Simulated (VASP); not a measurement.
Here is a VASP 6.6.1 calculation.

INCAR

```
SYSTEM = NbH2
PREC = Accurate
ENCUT = 520
EDIFF = 1E-7
ISMEAR = 0
SIGMA = 0.15
LREAL = .False.
LASPH = .True.
NELM = 60
ALGO = Normal
ISIF = 2
LWAVE = .False.
LCHARG = .True.
GGA = PS
LELF = .True.
LVHAR = .True.
NBANDS = 14
```

File KPOINTS:

```
regular mesh
0
Gamma
  16 16 16
  0 0 0
```

Contents of POSCAR:

```
NbH2
1.0
    0.1831760766      2.3131304560      2.3131304560
    2.3131304560      0.1831760766      2.3131304560
    2.3131304560      2.3131304560      0.1831760766
Nb H
1 2
Direct
    0.0000000000      0.0000000000      0.0000000000
    0.2500000000      0.2500000000      0.2500000000
    0.7500000000      0.7500000000      0.7500000000
```

Potentials or basis: VASP PAW PBE potentials, release 64 (Nb_sv, H).

The run is started by

```bash
$ cat potpaw_PBE.64/Nb_sv/POTCAR potpaw_PBE.64/H/POTCAR > POTCAR
$ mpirun -np 1 vasp_std > vasp.out
```

(1) Estimate the pressure.

(2) Predict the largest force.

(3) Estimate the band gap on the k mesh.

Answers

(1) 15.4 GPa.

(2) 0.691 eV/Å.

(3) zero (an odd number of electrons rules out a gap without spin polarisation).

Caveat: the cell stands under pressure; the PAW data sets were made with another functional, which shifts forces and pressure a little.
